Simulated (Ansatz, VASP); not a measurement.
**One calculation of Al2Cu, two programs**

The input INCAR:

```
SYSTEM = Al2Cu
  PREC = Accurate
  ENCUT = 520
  EDIFF = 1E-6
  ISMEAR = 0
  SIGMA = 0.15
  LREAL = .False.
  LASPH = .True.
  NELM = 60
  ALGO = Fast
  ISIF = 2
  LWAVE = .False.
  LCHARG = .False.
  GGA = PE
  NBANDS = 26
```

File KPOINTS:

```
Automatic mesh
0
Gamma
  10 10 10
  0 0 0
```

The input POSCAR:

```
Al2Cu
1.0
   -2.8748500000      2.8748500000      2.4168500000
    2.8748500000     -2.8748500000      2.4168500000
    2.8748500000      2.8748500000     -2.4168500000
Al Cu
4 2
Direct
    0.1587211657      0.6587211657      0.8174423314
    0.6587211657      0.8412788343      0.5000000000
    0.8412788343      0.3412788343      0.1825576686
    0.3412788343      0.1587211657      0.5000000000
    0.7500000000      0.7500000000      0.0000000000
    0.2500000000      0.2500000000      0.0000000000
```

Input for Ansatz:

```yaml
crystal:
  lattice:
    - [-2.87485, 2.87485, 2.41685]
    - [2.87485, -2.87485, 2.41685]
    - [2.87485, 2.87485, -2.41685]
  atoms:
    - { symbol: Al, position: [0.1587211657, 0.6587211657, 0.8174423314] }
    - { symbol: Al, position: [0.6587211657, 0.8412788343, 0.5] }
    - { symbol: Al, position: [0.8412788343, 0.3412788343, 0.1825576686] }
    - { symbol: Al, position: [0.3412788343, 0.1587211657, 0.5] }
    - { symbol: Cu, position: [0.75, 0.75, 0.0] }
    - { symbol: Cu, position: [0.25, 0.25, 0.0] }
basis:
  ecutwfc: 520.0
kpoints:
  mp_grid: { grid: [10, 10, 10] }
hamiltonian:
  xc: pbe
  pseudopotentials: { kind: paw, azcp: { folder: soft_1 } }
scf:
  occupations: { method: gaussian, width: 0.15 }
output:
  forces: true
  stress: true
  eigenvalues: true
```

Alike in both runs: task single point; functional PBE; k mesh 10 × 10 × 10; occupations gaussian, width 0.15 eV; no spin polarisation.

```csv
,VASP,Ansatz
version,VASP 6.6.1,Ansatz 0.2.0
potentials or method,"VASP PAW PBE potentials, release 64 (Al, Cu), cutoff 520 eV","scalar-relativistic, plane waves, PAW"
valence electrons in the cell,34,50
```

```tsv
	VASP	Ansatz	Ansatz less VASP
gap on the k mesh at the Fermi level (eV)	none	none	-
pressure (GPa)	15.1	14.7	-0.38
traceless stress, the component that is largest in VASP (GPa)	-4.74	-4.79	-0.049
rms of the force components (eV/Å)	0.034	0.035	+0.0012
```

Atom by atom the forces differ by 0.001 eV/Å (rms over components). A gap of «none» marks a metal or a gap that the smearing closes. With one functional, cell and mesh, what is left measures potentials, basis and numerics. VASP's potentials hold 34 valence electrons a cell and Ansatz's 50, so a difference there can come from the potentials and not from the codes.
